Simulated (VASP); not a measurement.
Write the native input for VASP 6.6.1 that does the following.

```yaml
Task: single point
Functional: PBEsol
Potentials_or_basis: VASP PAW PBE potentials, release 64 (In_d)
Cutoff: 520 eV
k_mesh: 10 × 10 × 10
Occupations: fermi-dirac, width 0.05 eV
Spin: no spin polarisation
Dipole_correction: no
Further_INCAR_settings: ALGO = Normal; EDIFF = 1e-07; NBANDS = 12
```

The structure of In lies in POSCAR:

```
In
1.0
   -1.6527476997      1.6527476997      2.3378445817
    1.6527476997     -1.6527476997      2.3378445817
    1.6527476997      1.6527476997     -2.3378445817
In
1
Direct
    0.0000000000      0.0000000000      0.0000000000
```

This isn't the form of In at room conditions, which is tetragonal.

These files were run (other wordings do the same):

INCAR

```
PREC = Accurate
ENCUT = 520
EDIFF = 1E-7
ISMEAR = -1
SIGMA = 0.05
LREAL = F
LASPH = T
NELM = 100
ALGO = Normal
ISIF = 2
LWAVE = F
LCHARG = F
GGA = PS
NBANDS = 12
```

KPOINTS

```
regular mesh
0
Gamma
  10 10 10
```

Potentials or basis: VASP PAW PBE potentials, release 64 (In_d).

Command:

```console
$ cat potpaw_PBE.64/In_d/POTCAR > POTCAR
$ mpirun -np 1 vasp_std > vasp.out
```

Results of the run:

```
Pressure               : 0.0 GPa
Band gap on the k mesh : zero (an odd number of electrons rules out a gap without spin polarisation)
```

Caveat: the PAW data sets were made with another functional, which shifts forces and pressure a little; spin-orbit coupling is left out, which moves the levels of the heavy elements.

Run time: 37 s on 1 thread of AMD EPYC 7R43 64-Core Processor (Zen 3) (shared host), peak memory 0.14 GiB.
